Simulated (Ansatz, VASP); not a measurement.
## MgB2: VASP beside Ansatz

```
Mg B
1.0
     3.07215    0.00000    0.00000
    -1.53607    2.66056    0.00000
     0.00000    0.00000    3.49936
Mg B
1 2
Direct
  0.00000 0.00000 0.00000
  0.33333 0.66667 0.50000
  0.66667 0.33333 0.50000
```

Alike in both runs: task single point; functional r2SCAN; k mesh 12 × 12 × 10; occupations gaussian, width 0.05 eV; no spin polarisation.

|  | VASP | Ansatz |
| --- | --- | --- |
| version | VASP 6.6.1 | Ansatz 0.2.0 |
| potentials or method | VASP PAW PBE potentials, release 64 (Mg_sv, B), cutoff 660 eV | scalar-relativistic, plane waves, PAW |
| valence electrons in the cell | 16 | 16 |

```tsv
	VASP	Ansatz	Ansatz less VASP
gap on the k mesh at the Fermi level (eV)	none	none	-
pressure (GPa)	-0.1	0.0	+0.08
traceless stress, the component that is largest in VASP (GPa)	0.25	0.07	-0.177
```

VASP's potentials were made for PBE, not for r2SCAN. A gap of «none» marks a metal or a gap that the smearing closes.
